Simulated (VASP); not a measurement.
Set up this calculation in VASP 6.6.1, as the native input.

```
Task                   : single point
Functional             : LDA
Potentials or basis    : VASP PAW LDA potentials, release 64 (Mg, S)
Cutoff                 : 600 eV
k mesh                 : 8 × 8 × 8
Occupations            : gaussian, width 0.02 eV
Spin                   : no spin polarisation
Dipole correction      : no
Further INCAR settings : ALGO = Normal; EDIFF = 1e-06; NBANDS = 11
```

The structure of MgS (l.bB) lies in POSCAR:

```
MgS
1.0
    0.0000000000      2.5648455784      2.5648455784
    2.5648455784      0.0000000000      2.5648455784
    2.5648455784      2.5648455784      0.0000000000
Mg S
1 1
Direct
    0.0000000000      0.0000000000      0.0000000000
    0.5000000000      0.5000000000      0.5000000000
```

These files were run (other wordings do the same):

INCAR

```
ALGO = Normal
EDIFF = 1E-6
ENCUT = 600
GGA_COMPAT = F
ISIF = 2
ISMEAR = 0
LASPH = T
LCHARG = F
LREAL = F
LWAVE = F
NBANDS = 11
NELM = 120
PREC = Accurate
SIGMA = 0.02
```

KPOINTS

```
k-points
0
Gamma
  8 8 8
```

Potentials or basis: VASP PAW LDA potentials, release 64 (Mg, S).

Command:

```sh
$ cat potpaw_LDA.64/Mg/POTCAR potpaw_LDA.64/S/POTCAR > POTCAR
$ mpirun -np 1 vasp_std > vasp.out
```

It gave:

| Quantity | Value |
| --- | --- |
| Pressure | -0.6 GPa |
| Band gap on the k mesh | 2.65 eV, indirect (least direct gap 3.84 eV) |

Run time: 7.1 s on 1 thread of AMD EPYC 9R45 96-Core Processor (Zen 5) (shared host), peak memory 0.12 GiB.
